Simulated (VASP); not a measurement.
# CdSe (P6_3mc) in VASP: notebook

The runs below take CdSe through single point, relaxation of cell and atoms, with PBE, PBEsol+D4.

Everything below comes from runs of VASP 6.6.1. Logs are shortened: lines on timing, memory, paths and dates and some standing lists are left out, and cuts for length are marked.

**1. The cell of the first run**

The structure is hexagonal, space group P6_3mc (No. 186). The conventional cell has a = 4.300 Å, b = 4.300 Å, c = 7.020 Å, α = 90.00°, β = 90.00°, γ = 120.00°. Cd (site symmetry 3m) has 4 Se at 2.61 to 2.70 Å within 3.4 Å. Se (site symmetry 3m) has 4 Cd at 2.61 to 2.70 Å within 3.4 Å.

**2. Single point, PBE**

INCAR

```
ALGO = Normal
EDIFF = 1E-6
ENCUT = 520
GGA = PE
ISIF = 2
ISMEAR = 0
LASPH = T
LCHARG = T
LELF = T
LREAL = F
LVHAR = T
LWAVE = F
NBANDS = 26
NELM = 100
PREC = Accurate
SIGMA = 0.05
```

KPOINTS

```
k-points
0
Gamma
  7 7 4
```

POSCAR

```
CdSe
1.0
    4.3000000000      0.0000000000      0.0000000000
   -2.1500000000      3.7239092363      0.0000000000
    0.0000000000      0.0000000000      7.0200000000
Cd Se
2 2
Direct
    0.6666666667      0.3333333333      0.5000000000
    0.3333333333      0.6666666667      0.0000000000
    0.6666666667      0.3333333333      0.8850000000
    0.3333333333      0.6666666667      0.3850000000
```

Potentials or basis: VASP PAW PBE potentials, release 64 (Cd, Se).

Run with:

```console
$ cat potpaw_PBE.64/Cd/POTCAR potpaw_PBE.64/Se/POTCAR > POTCAR
$ mpirun -np 1 vasp_std > vasp.out
```

OUTCAR:

```text
EDIFF = 1E-6
   ENCUT = 520
   GGA = PE
   ISIF = 2
   ISMEAR = 0
   LASPH = T
   LREAL = F
   NELM = 100
   PREC = Accurate

 ion  position               nearest neighbor table
   1  0.667  0.333  0.500-   4 2.61   4 2.61   4 2.61   3 2.70
   2  0.333  0.667  0.000-   3 2.61   3 2.61   3 2.61   4 2.70
   3  0.667  0.333  0.885-   2 2.61   2 2.61   2 2.61   1 2.70
   4  0.333  0.667  0.385-   1 2.61   1 2.61   1 2.61   2 2.70

  LATTYP: Found a hexagonal cell.
 ALAT       =     4.3000000000
 C/A-ratio  =     1.6325581395

  Lattice vectors:

 A1 = (   4.3000000000,   0.0000000000,   0.0000000000)
 A2 = (  -2.1500000000,   3.7239092363,   0.0000000000)
 A3 = (   0.0000000000,   0.0000000000,   7.0200000000)

Analysis of symmetry for initial positions (statically):
=====================================================================
 Subroutine PRICEL returns:
 Original cell was already a primitive cell.

 Routine SETGRP: Setting up the symmetry group for a
 hexagonal supercell.

 Subroutine GETGRP returns: Found 12 space group operations
 (whereof  6 operations were pure point group operations)
 out of a pool of 24 trial point group operations.

The static configuration has the point symmetry C_3v.
 The point group associated with its full space group is C_6v.

Analysis of symmetry for dynamics (positions and initial velocities):
=====================================================================
 Subroutine PRICEL returns:
 Original cell was already a primitive cell.

 Routine SETGRP: Setting up the symmetry group for a
 hexagonal supercell.

 Subroutine GETGRP returns: Found 12 space group operations
 (whereof  6 operations were pure point group operations)
 out of a pool of 24 trial point group operations.

The dynamic configuration has the point symmetry C_3v.
 The point group associated with its full space group is C_6v.

 Subroutine INISYM returns: Found 12 space group operations
 (whereof  6 operations are pure point group operations),
 and found     1 'primitive' translations

----------------------------------------------------------------------------------------

                                     Primitive cell

  volume of cell :     112.4099

  direct lattice vectors                    reciprocal lattice vectors
     4.300000000  0.000000000  0.000000000     0.232558140  0.134267504  0.000000000
    -2.150000000  3.723909236  0.000000000     0.000000000  0.268535009  0.000000000
     0.000000000  0.000000000  7.020000000     0.000000000  0.000000000  0.142450142

  length of vectors
     4.300000000  4.300000000  7.020000000     0.268535009  0.268535009  0.142450142

  position of ions in fractional coordinates (direct lattice)
     0.666666667  0.333333333  0.500000000
     0.333333333  0.666666667  0.000000000
     0.666666667  0.333333333  0.885000000
     0.333333333  0.666666667  0.385000000

  ion indices of the primitive-cell ions
   primitive index   ion index
                 1           1
                 2           2
                 3           3
                 4           4

----------------------------------------------------------------------------------------

 KPOINTS: k-points

Automatic generation of k-mesh.
 Grid dimensions read from file:
 generate k-points for:    7    7    4

 Generating k-lattice:

  Cartesian coordinates                     Fractional coordinates (reciprocal lattice)
     0.033222591  0.019181072  0.000000000     0.142857143  0.000000000  0.000000000
     0.000000000  0.038362144  0.000000000     0.000000000  0.142857143  0.000000000
     0.000000000  0.000000000  0.035612536     0.000000000  0.000000000  0.250000000

  Length of vectors
     0.038362144  0.038362144  0.035612536

  Shift w.r.t. Gamma in fractional coordinates (k-lattice)
     0.000000000  0.000000000  0.000000000

 Subroutine IBZKPT returns following result:
 ===========================================

 Found     24 irreducible k-points:

 Following reciprocal coordinates:
            Coordinates               Weight
  0.000000  0.000000  0.000000      1.000000
  0.142857  0.000000  0.000000      6.000000
  0.285714 -0.000000  0.000000      6.000000
  0.428571 -0.000000  0.000000      6.000000
  0.142857  0.142857  0.000000      6.000000
  0.285714  0.142857  0.000000     12.000000
[... 16 lines left out ...]
  0.428571  0.142857  0.500000      6.000000
  0.285714  0.285714  0.500000      6.000000
   k-points           NKPTS =     24   k-points in BZ     NKDIM =     24   number of bands    NBANDS=     26
   number of dos      NEDOS =    301   number of ions     NIONS =      4
   total plane-waves  NPLWV =  55296
   dimension x,y,z NGX =    32 NGY =   32 NGZ =   54
   dimension x,y,z NGXF=    64 NGYF=   64 NGZF=  108
   ions per type =               2   2
   NGX,Y,Z   is equivalent  to a cutoff of  12.37, 12.37, 12.79 a.u.
   NGXF,Y,Z  is equivalent  to a cutoff of  24.74, 24.74, 25.58 a.u.
 SYSTEM =  unknown system
   PREC   = accura    normal or accurate (medium, high low for compatibility)
   ISTART =      0    job   : 0-new  1-cont  2-samecut
   ICHARG =      2    charge: 1-file 2-atom 10-const
   ISPIN  =      1    spin polarized calculation?
   LNONCOLLINEAR =      F non collinear calculations
   LSORBIT =      F    spin-orbit coupling
   LASPH  =      T    aspherical Exc in radial PAW
   ENCUT  =  520.0 eV  38.22 Ry    6.18 a.u.   8.00  8.00 13.05*2*pi/ulx,y,z
   NELM   =    100;   NELMIN=  2; NELMDL= -5     # of ELM steps
   EDIFF  = 0.1E-05   stopping-criterion for ELM
   LREAL  =      F    real-space projection
   EDIFFG = 0.1E-04   stopping-criterion for IOM
   NSW    =      0    number of steps for IOM
   IBRION =     -1    ionic relax: 0-MD 1-quasi-New 2-CG
   NFREE  =      0    steps in history (QN), initial steepest desc. (CG)
   ISIF   =      2    stress and relaxation
   ISYM   =      2    0-nonsym 1-usesym 2-fastsym
   POTIM  = 0.5000    time-step for ionic-motion
   TEBEG  =    0.0;   TEEND  =   0.0 temperature during run
   PSTRESS=    0.0 pullay stress
   NELECT =      36.0000    total number of electrons
   NUPDOWN=      -1.0000    fix difference up-down
   EMIN   =  10.00;   EMAX   =-10.00  energy-range for DOS
   EFERMI =   0.00;   METHOD = LEGACY
   ISMEAR =     0;   SIGMA  =   0.05  broadening in eV -4-tet -1-fermi 0-gaus
   EFERMI_NEDOS =   21; number of points for ismear=-14 and -15
   IALGO  =     38    algorithm
   IMIX   =      4    mixing-type and parameters
     AMIX     =   0.40;   BMIX     =  1.00
     AMIX_MAG =   1.60;   BMIX_MAG =  1.00
  volume/ion in A,a.u.               =      28.10       189.64
  Fermi-wavevector in a.u.,A,eV,Ry     =   1.120059  2.116604 17.068937  1.254531
  Thomas-Fermi vector in A             =   2.256702
   LORBIT       =      0    0 simple, 1 ext, 2 COOP (PROOUT), +10 PAW based schemes
   GGA     = PE    functional components
   LHFCALC =     F    Hartree Fock is set to
   AEXX    =    0.0000 exact exchange contribution
   IVDW    =     0    specifies the selected vdW correction
   LEPSILON=     F    determine dielectric tensor
   LRPA    =     F    only Hartree local field effects (RPA)
 non-spin polarized calculation
 Gauss-broadening in eV      SIGMA  =   0.05
  energy-cutoff  :      520.00
  volume of cell :      112.41
 maximum number of plane-waves:      3042
 NGX is ok and might be reduce to    32
   NGX = 15   NGY = 15   NGZ = 27

 number of electron      35.9999998 magnetization

 Free energy of the ion-electron system (eV)
  ---------------------------------------------------
  ext. energy  EPLUGINS =         0.00000000
  ---------------------------------------------------
  free energy    TOTEN  =       -10.90422397 eV

  energy without entropy =      -10.90422397  energy(sigma->0) =      -10.90422397

 E-fermi :   1.2139     XC(G=0):  -8.8819

 val. band max:        0.9365642225   @ k =   0.0000   0.0000   0.0000
 cond. band min:       1.6391811069   @ k =   0.0000   0.0000   0.0000
 fundamental gap:      0.7026168843
 Fermi energy:         1.2139132478

 k-point     1 :       0.0000    0.0000    0.0000
  band No.  band energies     occupation
      1     -11.6579      2.00000
      2     -11.2918      2.00000
      3      -6.9988      2.00000
      4      -6.9988      2.00000
      5      -6.9433      2.00000
      6      -6.9433      2.00000
[... 18 lines left out ...]
     25       7.9283      0.00000
     26       8.6656      0.00000

 k-point     2 :       0.1429    0.0000    0.0000
  band No.  band energies     occupation
      1     -11.5948      2.00000
      2     -11.2613      2.00000
      3      -6.9726      2.00000
      4      -6.9617      2.00000
      5      -6.9144      2.00000
      6      -6.9102      2.00000
[... 18 lines left out ...]
     25       8.2893      0.00000
     26       8.4172      0.00000

 k-point     3 :       0.2857   -0.0000    0.0000
  band No.  band energies     occupation
      1     -11.4441      2.00000
      2     -11.1994      2.00000
      3      -6.9203      2.00000
      4      -6.9067      2.00000
      5      -6.8353      2.00000
      6      -6.8111      2.00000
[... 18 lines left out ...]
     25       8.5966      0.00000
     26       8.9502      0.00000

 k-point     4 :       0.4286   -0.0000    0.0000
  band No.  band energies     occupation
      1     -11.3054      2.00000
      2     -11.1659      2.00000
      3      -6.8883      2.00000
      4      -6.8862      2.00000
      5      -6.7767      2.00000
      6      -6.7309      2.00000
[... 18 lines left out ...]
     25       8.8672      0.00000
     26      10.1339      0.00000
[... 496 lines left out ...]
      1     -11.2490      2.00000
      2     -11.2490      2.00000
      3      -6.8556      2.00000
      4      -6.8556      2.00000
      5      -6.8306      2.00000
      6      -6.8306      2.00000
[... 18 lines left out ...]
     25       8.6983      0.00000
     26       8.6983      0.00000

 k-point    23 :       0.4286    0.1429    0.5000
  band No.  band energies     occupation
      1     -11.2052      2.00000
      2     -11.2052      2.00000
      3      -6.8364      2.00000
      4      -6.8364      2.00000
      5      -6.8228      2.00000
      6      -6.8228      2.00000
[... 18 lines left out ...]
     25       9.3336      0.00000
     26       9.3336      0.00000

 k-point    24 :       0.2857    0.2857    0.5000
  band No.  band energies     occupation
      1     -11.1952      2.00000
      2     -11.1952      2.00000
      3      -6.8289      2.00000
      4      -6.8289      2.00000
      5      -6.8100      2.00000
      6      -6.8100      2.00000
[... 18 lines left out ...]
     25       9.0074      0.00000
     26       9.0074      0.00000

------------------------ aborting loop because EDIFF is reached ----------------------------------------

  FORCE on cell =-STRESS in cart. coord.  units (eV):
  Direction    XX          YY          ZZ          XY          YZ          ZX
  --------------------------------------------------------------------------------------
  -------------------------------------------------------------------------------------
  Total        2.8297314      2.8297314      1.3540470      0.0000000     -0.0000000      0.0000000
  in kB       40.3321288     40.3321288     19.2992165      0.0000000     -0.0000000      0.0000000
  external PRESSURE =      33.3211581 kB  Pullay stress =       0.0000000 kB

 VOLUME and BASIS-vectors are now :
 -----------------------------------------------------------------------------
  energy-cutoff  :      520.00
  volume of cell :      112.41
      direct lattice vectors                 reciprocal lattice vectors
     4.300000000  0.000000000  0.000000000     0.232558140  0.134267504  0.000000000
    -2.150000000  3.723909236  0.000000000     0.000000000  0.268535009  0.000000000
     0.000000000  0.000000000  7.020000000     0.000000000  0.000000000  0.142450142

 POSITION                                       TOTAL-FORCE (eV/Angst)
 -----------------------------------------------------------------------------------
      2.15000      1.24130      3.51000        -0.000000      0.000000      0.291235
     -0.00000      2.48261      0.00000         0.000000     -0.000000      0.291235
      2.15000      1.24130      6.21270        -0.000000     -0.000000     -0.291235
     -0.00000      2.48261      2.70270        -0.000000      0.000000     -0.291235
 -----------------------------------------------------------------------------------
    total drift:                               -0.000000     -0.000000      0.000083

  FREE ENERGIE OF THE ION-ELECTRON SYSTEM (eV)
  ---------------------------------------------------
  free  energy   TOTEN  =       -10.9042239738 eV

  energy  without entropy=      -10.9042239738  energy(sigma->0) =      -10.90422397
```

Wall time 92 s (1 thread of AMD EPYC 7R13, shared host); peak memory 0.22 GiB.

Results:

```yaml
Free_energy: -10.9042 eV
Pressure: 3.3 GPa
Largest_force: 0.291 eV/Å
Band_gap_on_the_k_mesh: 0.70 eV
```

Forces in eV/Å, atoms in the order of the input:
```
Cd   0.000  0.000  0.291
Cd   0.000  0.000  0.291
Se   0.000  0.000 -0.291
Se   0.000  0.000 -0.291
```

Stress tensor (GPa, compression positive):
```
4.03 0.00 0.00
0.00 4.03 0.00
0.00 0.00 1.93
```

Caveat: the cell stands under pressure. PBE gaps usually lie below the measured ones, often by a third to a half.

(Continued in part 2 of 2.)
